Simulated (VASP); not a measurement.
Set up this calculation in VASP 6.6.1, as the native input.

```yaml
Task: single point
Functional: LDA
Potentials_or_basis: VASP PAW LDA potentials, release 64 (Cu, I)
Cutoff: 520 eV
k_mesh: 6 × 6 × 6
Occupations: fermi-dirac, width 0.02 eV
Spin: no spin polarisation
Dipole_correction: no
Further_INCAR_settings: ALGO = Normal; EDIFF = 1e-06; NBANDS = 16
```

The structure of CuI (Marshite) lies in POSCAR:

```
CuI
1.0
    0.0000000000      2.9315734895      2.9315734895
    2.9315734895      0.0000000000      2.9315734895
    2.9315734895      2.9315734895      0.0000000000
Cu I
1 1
Direct
    0.2500000000      0.2500000000      0.2500000000
    0.0000000000      0.0000000000      0.0000000000
```

One way to write it, as run:

INCAR

```
ALGO = Normal
EDIFF = 1E-6
ENCUT = 520
GGA = CA
ISIF = 2
ISMEAR = -1
LASPH = T
LCHARG = F
LREAL = F
LWAVE = F
NBANDS = 16
NELM = 100
PREC = Accurate
SIGMA = 0.02
```

KPOINTS

```
k-points
0
Gamma
  6 6 6
```

Potentials or basis: VASP PAW LDA potentials, release 64 (Cu, I).

Command:

```sh
$ cat potpaw_LDA.64/Cu/POTCAR potpaw_LDA.64/I/POTCAR > POTCAR
$ mpirun -np 1 vasp_std > vasp.out
```

It gave:

- Pressure: 0.2 GPa
- Band gap on the k mesh: 1.28 eV, direct

Caveat: spin-orbit coupling is left out, which moves the levels of the heavy elements.

It took 13 s on 1 thread of Intel(R) Xeon(R) Platinum 8259CL CPU @ 2.50GHz (Skylake/Cascade Lake), on a shared host, peak memory 0.15 GiB.
